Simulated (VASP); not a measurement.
# Ge4I (P4/mmm) in VASP: further runs, part 2 of 2

VASP 6.6.1. The steps go on from the part before.

**4. Single point, PBE**

This run uses another cell than the first one, of 24.45 Å³/atom, 0.990 times its volume.

INCAR

```
SYSTEM = Ge4I
ALGO = Normal
EDIFF = 1E-6
ENCUT = 520
GGA = PE
ISIF = 2
ISMEAR = 0
LASPH = .True.
LCHARG = .False.
LREAL = .False.
LWAVE = .False.
NBANDS = 40
NELM = 100
PREC = Accurate
SIGMA = 0.1
```

KPOINTS

```
k-points
0
Gamma
  10 10 6
  0 0 0
```

POSCAR

```
Ge4I
1.0
    3.8037229635      0.0000000000      0.0000000000
    0.0000000000      3.8037229635      0.0000000000
    0.0000000000      0.0000000000      8.4487999676
Ge I
4 1
Direct
    0.5000000000      0.0000000000      0.3376287119
    0.0000000000      0.5000000000      0.6623712881
    0.5000000000      0.0000000000      0.6623712881
    0.0000000000      0.5000000000      0.3376287119
    0.0000000000      0.0000000000      0.0000000000
```

Potentials or basis: VASP PAW PBE potentials, release 64 (Ge_d, I).

Launch:

```bash
$ cat potpaw_PBE.64/Ge_d/POTCAR potpaw_PBE.64/I/POTCAR > POTCAR
$ mpirun -np 1 vasp_std > vasp.out
```

OUTCAR:

```text
SYSTEM = Ge4I
   EDIFF = 1E-6
   ENCUT = 520
   GGA = PE
   ISIF = 2
   ISMEAR = 0
   LASPH = .True.
   LREAL = .False.
   NELM = 100
   PREC = Accurate

 ion  position               nearest neighbor table
   1  0.500  0.000  0.338-   4 2.69   4 2.69   4 2.69   4 2.69   3 2.74
   2  0.000  0.500  0.662-   3 2.69   3 2.69   3 2.69   3 2.69   4 2.74
   3  0.500  0.000  0.662-   2 2.69   2 2.69   2 2.69   2 2.69   1 2.74
   4  0.000  0.500  0.338-   1 2.69   1 2.69   1 2.69   1 2.69   2 2.74
   5  0.000  0.000  0.000-

  LATTYP: Found a simple tetragonal cell.
 ALAT       =     3.8037229635
 C/A-ratio  =     2.2211922500

  Lattice vectors:

 A1 = (   3.8037229635,   0.0000000000,   0.0000000000)
 A2 = (   0.0000000000,   3.8037229635,   0.0000000000)
 A3 = (   0.0000000000,   0.0000000000,   8.4487999676)

Analysis of symmetry for initial positions (statically):
=====================================================================
 Subroutine PRICEL returns:
 Original cell was already a primitive cell.

 Routine SETGRP: Setting up the symmetry group for a
 simple tetragonal supercell.

 Subroutine GETGRP returns: Found 16 space group operations
 (whereof 16 operations were pure point group operations)
 out of a pool of 16 trial point group operations.

The static configuration has the point symmetry D_4h.

Analysis of symmetry for dynamics (positions and initial velocities):
=====================================================================
 Subroutine PRICEL returns:
 Original cell was already a primitive cell.

 Routine SETGRP: Setting up the symmetry group for a
 simple tetragonal supercell.

 Subroutine GETGRP returns: Found 16 space group operations
 (whereof 16 operations were pure point group operations)
 out of a pool of 16 trial point group operations.

The dynamic configuration has the point symmetry D_4h.

 Subroutine INISYM returns: Found 16 space group operations
 (whereof 16 operations are pure point group operations),
 and found     1 'primitive' translations

----------------------------------------------------------------------------------------

                                     Primitive cell

  volume of cell :     122.2398

  direct lattice vectors                    reciprocal lattice vectors
     3.803722963  0.000000000  0.000000000     0.262900324  0.000000000  0.000000000
     0.000000000  3.803722963  0.000000000     0.000000000  0.262900324  0.000000000
     0.000000000  0.000000000  8.448799968     0.000000000  0.000000000  0.118360004

  length of vectors
     3.803722963  3.803722963  8.448799968     0.262900324  0.262900324  0.118360004

  position of ions in fractional coordinates (direct lattice)
     0.500000000  0.000000000  0.337628712
     0.000000000  0.500000000  0.662371288
     0.500000000  0.000000000  0.662371288
     0.000000000  0.500000000  0.337628712
     0.000000000  0.000000000  0.000000000

  ion indices of the primitive-cell ions
   primitive index   ion index
                 1           1
                 2           2
                 3           3
                 4           4
                 5           5

----------------------------------------------------------------------------------------

 KPOINTS: k-points

Automatic generation of k-mesh.
 Grid dimensions read from file:
 generate k-points for:   10   10    6

 Generating k-lattice:

  Cartesian coordinates                     Fractional coordinates (reciprocal lattice)
     0.026290032  0.000000000  0.000000000     0.100000000  0.000000000  0.000000000
     0.000000000  0.026290032  0.000000000     0.000000000  0.100000000  0.000000000
     0.000000000  0.000000000  0.019726667     0.000000000  0.000000000  0.166666667

  Length of vectors
     0.026290032  0.026290032  0.019726667

  Shift w.r.t. Gamma in fractional coordinates (k-lattice)
     0.000000000  0.000000000  0.000000000

 Subroutine IBZKPT returns following result:
 ===========================================

 Found     84 irreducible k-points:

 Following reciprocal coordinates:
            Coordinates               Weight
  0.000000  0.000000  0.000000      1.000000
  0.100000  0.000000  0.000000      4.000000
  0.200000  0.000000  0.000000      4.000000
  0.300000  0.000000  0.000000      4.000000
  0.400000  0.000000  0.000000      4.000000
  0.500000  0.000000  0.000000      2.000000
[... 16 lines left out ...]
  0.100000  0.000000  0.166667      8.000000
  0.200000  0.000000  0.166667      8.000000
 [... further k-points ...]
   k-points           NKPTS =     84   k-points in BZ     NKDIM =     84   number of bands    NBANDS=     40
   number of dos      NEDOS =    301   number of ions     NIONS =      5
   total plane-waves  NPLWV =  50176
   dimension x,y,z NGX =    28 NGY =   28 NGZ =   64
   dimension x,y,z NGXF=    56 NGYF=   56 NGZF=  128
   ions per type =               4   1
   NGX,Y,Z   is equivalent  to a cutoff of  12.24, 12.24, 12.59 a.u.
   NGXF,Y,Z  is equivalent  to a cutoff of  24.48, 24.48, 25.19 a.u.
 SYSTEM =  Ge4I
   PREC   = accura    normal or accurate (medium, high low for compatibility)
   ISTART =      0    job   : 0-new  1-cont  2-samecut
   ICHARG =      2    charge: 1-file 2-atom 10-const
   ISPIN  =      1    spin polarized calculation?
   LNONCOLLINEAR =      F non collinear calculations
   LSORBIT =      F    spin-orbit coupling
   LASPH  =      T    aspherical Exc in radial PAW
   ENCUT  =  520.0 eV  38.22 Ry    6.18 a.u.   7.07  7.07 15.71*2*pi/ulx,y,z
   NELM   =    100;   NELMIN=  2; NELMDL= -5     # of ELM steps
   EDIFF  = 0.1E-05   stopping-criterion for ELM
   LREAL  =      F    real-space projection
   EDIFFG = 0.1E-04   stopping-criterion for IOM
   NSW    =      0    number of steps for IOM
   IBRION =     -1    ionic relax: 0-MD 1-quasi-New 2-CG
   NFREE  =      0    steps in history (QN), initial steepest desc. (CG)
   ISIF   =      2    stress and relaxation
   ISYM   =      2    0-nonsym 1-usesym 2-fastsym
   POTIM  = 0.5000    time-step for ionic-motion
   TEBEG  =    0.0;   TEEND  =   0.0 temperature during run
   PSTRESS=    0.0 pullay stress
   NELECT =      63.0000    total number of electrons
   NUPDOWN=      -1.0000    fix difference up-down
   EMIN   =  10.00;   EMAX   =-10.00  energy-range for DOS
   EFERMI =   0.00;   METHOD = LEGACY
   ISMEAR =     0;   SIGMA  =   0.10  broadening in eV -4-tet -1-fermi 0-gaus
   EFERMI_NEDOS =   21; number of points for ismear=-14 and -15
   IALGO  =     38    algorithm
   IMIX   =      4    mixing-type and parameters
     AMIX     =   0.40;   BMIX     =  1.00
     AMIX_MAG =   1.60;   BMIX_MAG =  1.00
  volume/ion in A,a.u.               =      24.45       164.98
  Fermi-wavevector in a.u.,A,eV,Ry     =   1.312555  2.480369 23.440116  1.722800
  Thomas-Fermi vector in A             =   2.442939
   LORBIT       =      0    0 simple, 1 ext, 2 COOP (PROOUT), +10 PAW based schemes
   GGA     = PE    functional components
   LHFCALC =     F    Hartree Fock is set to
   AEXX    =    0.0000 exact exchange contribution
   IVDW    =     0    specifies the selected vdW correction
   LEPSILON=     F    determine dielectric tensor
   LRPA    =     F    only Hartree local field effects (RPA)
 non-spin polarized calculation
 Gauss-broadening in eV      SIGMA  =   0.10
  energy-cutoff  :      520.00
  volume of cell :      122.24
 maximum number of plane-waves:      3316
   NGX = 15   NGY = 15   NGZ = 31

 number of electron      62.9999941 magnetization

 Free energy of the ion-electron system (eV)
  ---------------------------------------------------
  ext. energy  EPLUGINS =         0.00000000
  ---------------------------------------------------
  free energy    TOTEN  =       -18.16879176 eV

  energy without entropy =      -18.15617361  energy(sigma->0) =      -18.16248268

 E-fermi :   4.9786     XC(G=0):  -9.9812

 val. band max:        4.9753414258   @ k =   0.4000   0.1000   0.1667
 cond. band min:       4.9946353740   @ k =   0.3000   0.3000   0.5000
 fundamental gap:      0.0192939482
 Fermi energy:         4.9786075397

 k-point     1 :       0.0000    0.0000    0.0000
  band No.  band energies     occupation
      1     -19.7547      2.00000
      2     -19.7487      2.00000
      3     -19.7301      2.00000
      4     -19.6615      2.00000
      5     -19.6561      2.00000
      6     -19.6512      2.00000
[... 32 lines left out ...]
     39      12.2427      0.00000
[... 988 lines left out ...]
     39      10.8026      0.00000
     40      11.2602      0.00000

 [... further k-points ...]
[... 5 lines left out ...]
  --------------------------------------------------------------------------------------
  -------------------------------------------------------------------------------------
  Total        0.0309331      0.0309331     -0.0026157      0.0000000      0.0000000      0.0000000
  in kB        0.4054350      0.4054350     -0.0342833      0.0000000      0.0000000      0.0000000
  external PRESSURE =       0.2588623 kB  Pullay stress =       0.0000000 kB

 VOLUME and BASIS-vectors are now :
 -----------------------------------------------------------------------------
  energy-cutoff  :      520.00
  volume of cell :      122.24
      direct lattice vectors                 reciprocal lattice vectors
     3.803722963  0.000000000  0.000000000     0.262900324  0.000000000  0.000000000
     0.000000000  3.803722963  0.000000000     0.000000000  0.262900324  0.000000000
     0.000000000  0.000000000  8.448799968     0.000000000  0.000000000  0.118360004

 POSITION                                       TOTAL-FORCE (eV/Angst)
 -----------------------------------------------------------------------------------
      1.90186      0.00000      2.85256        -0.000000     -0.000000     -0.000706
      0.00000      1.90186      5.59624         0.000000      0.000000      0.000706
      1.90186      0.00000      5.59624         0.000000     -0.000000      0.000706
      0.00000      1.90186      2.85256        -0.000000      0.000000     -0.000706
      0.00000      0.00000      0.00000         0.000000     -0.000000      0.000000
 -----------------------------------------------------------------------------------
    total drift:                                0.000000      0.000000      0.000000

  FREE ENERGIE OF THE ION-ELECTRON SYSTEM (eV)
  ---------------------------------------------------
  free  energy   TOTEN  =       -18.1687917558 eV

  energy  without entropy=      -18.1561736102  energy(sigma->0) =      -18.16248268
```

stdout:

```text
POSCAR found type information on POSCAR GeI
 POSCAR found :  2 types and       5 ions
 scaLAPACK will be used
 LDA part: xc-table for (Slater+PW92), standard interpolation
 POSCAR, INCAR and KPOINTS ok, starting setup
 FFT: planning ... GRIDC
 FFT: planning ... GRID_SOFT
 FFT: planning ... GRID
 WAVECAR not read
 entering main loop
```

Run time: 2.1 min. Hardware: 1 thread of Intel Xeon 6975P-C (Granite Rapids), shared host; peak memory 0.43 GiB.

Results:

- Free energy: -18.1688 eV
- Pressure: 0.0 GPa

Caveat: spin-orbit coupling is left out, which moves the levels of the heavy elements; an odd number of electrons without spin polarisation forces a metal; a magnetic or distorted state may lie lower.

**5. Summary**

| task | cell | k mesh | cutoff (eV) | gap on the mesh (eV) | pressure (GPa) | largest force (eV/Å) |
| --- | --- | --- | --- | --- | --- | --- |
| single point | a = 3.820, b = 3.820, c = 8.459 Å, 5 atoms | 4 × 4 × 4 | 520 | none | 0.1 | 0.01 |
| relaxation of cell and atoms | relaxed from a = 3.820, b = 3.820, c = 8.459 Å, 5 atoms | 10 × 10 × 6 | 600 | none | 0.0 | 0.01 |
| single point | a = 3.804, b = 3.804, c = 8.449 Å, 5 atoms | 10 × 10 × 6 | 520 | none | 0.0 | - |

Alike in all rows: level PBE; potentials or basis VASP PAW PBE potentials, release 64 (Ge_d, I); no spin polarisation; smearing gaussian 0.1 eV.

Caveats: some runs use coarse meshes; spin-orbit coupling is left out, which moves the levels of the heavy elements; an odd number of electrons without spin polarisation forces a metal; a magnetic or distorted state may lie lower.

Absolute energies hang on the potentials; compare differences alone.
